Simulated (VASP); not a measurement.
The system is PbS.

```xyz
2
Lattice="2.1005 1.2127 3.4302 -2.1005 1.2127 3.4302 0.0000 -2.4255 3.4302" Properties=species:S:1:pos:R:3 pbc="T T T"
Pb    0.0000    0.0000   10.0657
S     0.0000    0.0000    4.9133
```

Program: VASP 6.6.1. Alike in all runs: task single point; no spin polarisation; cell as given; k mesh 4 × 4 × 4; cutoff (eV) 520; smearing gaussian 0.01 eV. Hardware: 1 thread of Intel(R) Xeon(R) Platinum 8375C CPU @ 2.90GHz (Ice Lake), on a shared host.

Q: Order these runs on this cell by their wall time, lowest first.
A. level LDA; potentials or basis VASP PAW LDA potentials, release 64 (Pb_d, S)
B. level r2SCAN; potentials or basis VASP PAW PBE potentials, release 64 (Pb_d, S)
C. level HSE06; potentials or basis VASP PAW PBE potentials, release 64 (Pb_d, S); grid for exact exchange (PRECFOCK) Normal; screening parameter 0.2079 1/Å

A: A (7.7 s), B (35 s), C (570 s).

Caveats: all runs use coarse meshes.
